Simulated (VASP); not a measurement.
# KF (R-3m) in VASP: notebook

The runs below take KF through single point, with PBEsol.

All numbers are computed with VASP 6.6.1; they aren't measurements. Logs are shortened: lines on timing, memory, paths and dates and some standing lists are left out, and cuts for length are marked.

**1. The cell of the first run**

Symmetry: R-3m, No. 166, trigonal system. Conventional cell: a = 5.807 Å, b = 5.807 Å, c = 3.556 Å, α = 90.00°, β = 90.00°, γ = 120.00°. K (site symmetry -3m) has 2 F at 1.78 Å within 2.4 Å. Within 2.4 Å of F (site symmetry -3m) lie 2 K at 1.78 Å.

**2. Single point, PBEsol**

Input file INCAR:

```
SYSTEM = KF
ALGO = Normal ; EDIFF = 1E-6
ENCUT = 520 ; GGA = PS
ISIF = 2 ; ISMEAR = 0
LASPH = .TRUE. ; LCHARG = .FALSE.
LREAL = .FALSE. ; LWAVE = .FALSE.
NBANDS = 15 ; NELM = 60
PREC = Accurate ; SIGMA = 0.05
```

Input file KPOINTS:

```
k-points
0
G
  8 8 8
  0 0 0
```

Input file POSCAR:

```
KF
1.0
    3.4216883376     -0.6843376675     -0.6843376675
   -0.6843376675      3.4216883376     -0.6843376675
   -0.6843376675     -0.6843376675      3.4216883376
K F
1 1
Direct
    0.0000000000      0.0000000000      0.0000000000
    0.5000000000      0.5000000000      0.5000000000
```

Potentials or basis: VASP PAW PBE potentials, release 64 (K_sv, F).

Run with:

```
$ cat potpaw_PBE.64/K_sv/POTCAR potpaw_PBE.64/F/POTCAR > POTCAR
$ mpirun -np 1 vasp_std > vasp.out
```

OUTCAR:

```text
SYSTEM = KF
   EDIFF = 1E-6
   ENCUT = 520
   GGA = PS
   ISIF = 2
   ISMEAR = 0
   LASPH = .TRUE.
   LREAL = .FALSE.
   NELM = 60
   PREC = Accurate

 ion  position               nearest neighbor table
   1  0.000  0.000  0.000-   2 1.78   2 1.78
   2  0.500  0.500  0.500-   1 1.78   1 1.78

  LATTYP: Found a body centered cubic cell.
 ALAT       =     4.1060260051

  Lattice vectors:

 A1 = (   3.4216883376,  -0.6843376675,  -0.6843376675)
 A2 = (  -0.6843376675,   3.4216883376,  -0.6843376675)
 A3 = (  -0.6843376675,  -0.6843376675,   3.4216883376)

Analysis of symmetry for initial positions (statically):
=====================================================================
 Subroutine PRICEL returns:
 Original cell was already a primitive cell.

 Routine SETGRP: Setting up the symmetry group for a
 body centered cubic supercell.

 Subroutine GETGRP returns: Found 12 space group operations
 (whereof 12 operations were pure point group operations)
 out of a pool of 48 trial point group operations.

The static configuration has the point symmetry D_3d.

Analysis of symmetry for dynamics (positions and initial velocities):
=====================================================================
 Subroutine PRICEL returns:
 Original cell was already a primitive cell.

 Routine SETGRP: Setting up the symmetry group for a
 body centered cubic supercell.

 Subroutine GETGRP returns: Found 12 space group operations
 (whereof 12 operations were pure point group operations)
 out of a pool of 48 trial point group operations.

The dynamic configuration has the point symmetry D_3d.

 Subroutine INISYM returns: Found 12 space group operations
 (whereof 12 operations are pure point group operations),
 and found     1 'primitive' translations

----------------------------------------------------------------------------------------

                                     Primitive cell

  volume of cell :      34.6127

  direct lattice vectors                    reciprocal lattice vectors
     3.421688338 -0.684337668 -0.684337668     0.324725984  0.081181496  0.081181496
    -0.684337668  3.421688338 -0.684337668     0.081181496  0.324725984  0.081181496
    -0.684337668 -0.684337668  3.421688338     0.081181496  0.081181496  0.324725984

  length of vectors
     3.555922829  3.555922829  3.555922829     0.344423918  0.344423918  0.344423918

  position of ions in fractional coordinates (direct lattice)
     0.000000000  0.000000000  0.000000000
     0.500000000  0.500000000  0.500000000

[... 82 lines left out ...]
   ISIF   =      2    stress and relaxation
   ISYM   =      2    0-nonsym 1-usesym 2-fastsym
   POTIM  = 0.5000    time-step for ionic-motion
   TEBEG  =    0.0;   TEEND  =   0.0 temperature during run
   PSTRESS=    0.0 pullay stress
   NELECT =      16.0000    total number of electrons
   NUPDOWN=      -1.0000    fix difference up-down
   EMIN   =  10.00;   EMAX   =-10.00  energy-range for DOS
   EFERMI =   0.00;   METHOD = LEGACY
   ISMEAR =     0;   SIGMA  =   0.05  broadening in eV -4-tet -1-fermi 0-gaus
   EFERMI_NEDOS =   21; number of points for ismear=-14 and -15
   IALGO  =     38    algorithm
   IMIX   =      4    mixing-type and parameters
     AMIX     =   0.40;   BMIX     =  1.00
     AMIX_MAG =   1.60;   BMIX_MAG =  1.00
  volume/ion in A,a.u.               =      17.31       116.79
  Fermi-wavevector in a.u.,A,eV,Ry     =   1.265814  2.392041 21.800402  1.602284
  Thomas-Fermi vector in A             =   2.399047
   LORBIT       =      0    0 simple, 1 ext, 2 COOP (PROOUT), +10 PAW based schemes
   GGA     = PS    functional components
   LHFCALC =     F    Hartree Fock is set to
   AEXX    =    0.0000 exact exchange contribution
   IVDW    =     0    specifies the selected vdW correction
   LEPSILON=     F    determine dielectric tensor
   LRPA    =     F    only Hartree local field effects (RPA)
 non-spin polarized calculation
 Gauss-broadening in eV      SIGMA  =   0.05
  energy-cutoff  :      520.00
  volume of cell :       34.61
 maximum number of plane-waves:       959
 NGX is ok and might be reduce to    28
   NGX = 13   NGY = 13   NGZ = 13

 number of electron      15.9999988 magnetization

 Free energy of the ion-electron system (eV)
  ---------------------------------------------------
  ext. energy  EPLUGINS =         0.00000000
  ---------------------------------------------------
  free energy    TOTEN  =        -2.81157322 eV

  energy without entropy =       -2.81122565  energy(sigma->0) =       -2.81139943

 E-fermi :   2.5969     XC(G=0):  -8.6167

 val. band max:        2.5273104857   @ k =   0.0000   0.0000   0.0000
 cond. band min:       2.7148042158   @ k =   0.1250   0.0000   0.0000
 fundamental gap:      0.1874937301
 Fermi energy:         2.5969056954

 k-point     1 :       0.0000    0.0000    0.0000
  band No.  band energies     occupation
      1     -28.1820      2.00000
      2     -20.6605      2.00000
      3     -13.3463      2.00000
      4     -10.7192      2.00000
      5     -10.7192      2.00000
      6      -2.8488      2.00000
      7      -2.8488      2.00000
      8       2.3522      2.00000
      9       2.5273      1.95098
     10       8.7429      0.00000
     11       8.7429      0.00000
     12      10.1410      0.00000
     13      10.1410      0.00000
     14      15.8153      0.00000
[... 401 lines left out ...]
      2     -22.9590      2.00000
      3     -11.0944      2.00000
      4     -10.6913      2.00000
      5      -8.9900      2.00000
      6      -3.8753      2.00000
      7      -3.6633      2.00000
      8      -2.2667      2.00000
      9       6.9046      0.00000
     10       7.5348      0.00000
     11       8.7041      0.00000
     12      11.3020      0.00000
     13      13.2073      0.00000
     14      14.4320      0.00000
     15      14.9721      0.00000

 [... further k-points ...]
[... 5 lines left out ...]
  --------------------------------------------------------------------------------------
  -------------------------------------------------------------------------------------
  Total       15.5237140     15.5237140     15.5237140     15.6817250     15.6817250     15.6817250
  in kB      718.5733804    718.5733804    718.5733804    725.8875125    725.8875125    725.8875125
  external PRESSURE =     718.5733804 kB  Pullay stress =       0.0000000 kB

 VOLUME and BASIS-vectors are now :
 -----------------------------------------------------------------------------
  energy-cutoff  :      520.00
  volume of cell :       34.61
      direct lattice vectors                 reciprocal lattice vectors
     3.421688338 -0.684337668 -0.684337668     0.324725984  0.081181496  0.081181496
    -0.684337668  3.421688338 -0.684337668     0.081181496  0.324725984  0.081181496
    -0.684337668 -0.684337668  3.421688338     0.081181496  0.081181496  0.324725984

 POSITION                                       TOTAL-FORCE (eV/Angst)
 -----------------------------------------------------------------------------------
      0.00000      0.00000      0.00000         0.000000     -0.000000     -0.000000
      1.02651      1.02651      1.02651        -0.000000      0.000000      0.000000
 -----------------------------------------------------------------------------------
    total drift:                               -0.000000      0.000000      0.000000

  FREE ENERGIE OF THE ION-ELECTRON SYSTEM (eV)
  ---------------------------------------------------
  free  energy   TOTEN  =        -2.8115732192 eV

  energy  without entropy=       -2.8112256486  energy(sigma->0) =       -2.81139943
```

OSZICAR:

```text
N       E                     dE             d eps       ncg     rms          rms(c)
DAV:   1     0.123976187204E+03    0.12398E+03   -0.83648E+03  1950   0.105E+03
DAV:   2     0.906960911284E-01   -0.12389E+03   -0.10983E+03  2511   0.290E+02
DAV:   3    -0.454079463124E+01   -0.46315E+01   -0.46095E+01  2464   0.529E+01
DAV:   4    -0.468816102399E+01   -0.14737E+00   -0.14733E+00  2644   0.871E+00
DAV:   5    -0.469191080942E+01   -0.37498E-02   -0.37498E-02  2672   0.119E+00    0.343E+01
DAV:   6    -0.282152241228E+01    0.18704E+01   -0.51973E+00  2286   0.270E+01    0.282E+01
DAV:   7    -0.279983223924E+01    0.21690E-01   -0.39528E-01  2317   0.529E+00    0.120E+01
DAV:   8    -0.280879389874E+01   -0.89617E-02   -0.52490E-02  2195   0.238E+00    0.850E-01
DAV:   9    -0.281153760137E+01   -0.27437E-02   -0.19874E-02  2328   0.153E+00    0.435E-01
DAV:  10    -0.281150442221E+01    0.33179E-04   -0.55276E-03  2342   0.761E-01    0.240E-01
DAV:  11    -0.281153744543E+01   -0.33023E-04   -0.32442E-04  2160   0.184E-01    0.711E-02
DAV:  12    -0.281157107058E+01   -0.33625E-04   -0.22969E-04  2160   0.122E-01    0.337E-02
DAV:  13    -0.281157381596E+01   -0.27454E-05   -0.57154E-06  3003   0.180E-02    0.118E-02
DAV:  14    -0.281157321916E+01    0.59681E-06   -0.28802E-06  2209   0.156E-02
   1 F= -.28115732E+01 E0= -.28113994E+01  d E =-.347571E-03
```

stdout:

```text
POSCAR found type information on POSCAR K F
 POSCAR found :  2 types and       2 ions
 scaLAPACK will be used
 -----------------------------------------------------------------------------
|                                                                             |
|                                                                             |
|     You enforced a specific xc type in the INCAR file but a different       |
|     I HOPE YOU KNOW WHAT YOU ARE DOING!                                     |
|                                                                             |
 -----------------------------------------------------------------------------

 LDA part: xc-table for (Slater+PW92), standard interpolation
 POSCAR, INCAR and KPOINTS ok, starting setup
 FFT: planning ... GRIDC
 FFT: planning ... GRID_SOFT
 FFT: planning ... GRID
 WAVECAR not read
 entering main loop
```

Run time: 56 s. Hardware: 1 thread of Intel Xeon 8259CL, shared host; peak memory 0.18 GiB.

What came out:

| Quantity | Value |
| --- | --- |
| Free energy | -2.8116 eV |
| Pressure | 71.9 GPa |
| Band gap on the k mesh | zero (filled and empty bands touch) |

Levels at points of the mesh, in eV from the Fermi level:
| k point | band 5 | band 6 | band 7 | band 8 | band 9 | band 10 | band 11 | band 12 |
| --- | --- | --- | --- | --- | --- | --- | --- | --- |
| (0.00, 0.00, 0.00) | -13.32 | -5.45 | -5.45 | -0.24 | -0.07 | 6.15 | 6.15 | 7.54 |
| (0.50, 0.00, 0.00) | -10.35 | -6.79 | -6.30 | -6.16 | 4.00 | 5.13 | 5.71 | 9.11 |
| (0.50, 0.00, 0.50) | -13.50 | -5.55 | -5.47 | -0.08 | 2.63 | 5.71 | 6.74 | 8.43 |
| (0.50, 0.50, 0.50) | -10.39 | -6.87 | -6.87 | -6.23 | 5.49 | 5.49 | 8.15 | 8.15 |

Caveat: the cell stands under pressure; the PAW data sets were made with another functional, which shifts forces and pressure a little.

(Part 1 of 2 ends here.)
